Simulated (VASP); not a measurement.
KCl (Sylvite), 2 atoms in the cell. Symmetry: Fm-3m, No. 225, cubic system. Conventional cell: a = 6.293 Å, b = 6.293 Å, c = 6.293 Å, α = 90.00°, β = 90.00°, γ = 90.00°. Within 4.1 Å of K (site symmetry m-3m) lie 6 Cl at 3.15 Å. Cl (site symmetry m-3m) has 6 K at 3.15 Å within 4.1 Å. 

```yaml
Program: VASP 6.6.1
Task: single point
Functional: LDA
Potentials_or_basis: VASP PAW LDA potentials, release 64 (K_sv, Cl)
Cutoff: 500 eV
k_mesh: 3 × 3 × 3
Occupations: gaussian, width 0.01 eV
Spin: no spin polarisation
Dipole_correction: no
Further_INCAR_settings: ALGO = Normal; EDIFF = 1e-06; NBANDS = 15
```

Potentials or basis: VASP PAW LDA potentials, release 64 (K_sv, Cl).

Launch:

```bash
$ cat potpaw_LDA.64/K_sv/POTCAR potpaw_LDA.64/Cl/POTCAR > POTCAR
$ mpirun -np 1 vasp_std > vasp.out
```

Hardware: 1 thread of Intel(R) Xeon(R) Platinum 8488C (Sapphire Rapids), on a shared host.

Task: How long does it take, and how much memory?

Result: Wall time 4.3 s on 1 thread of Intel(R) Xeon(R) Platinum 8488C (Sapphire Rapids) (shared host), peak memory 0.14 GiB. Counts: scf iterations 12, k points 4.
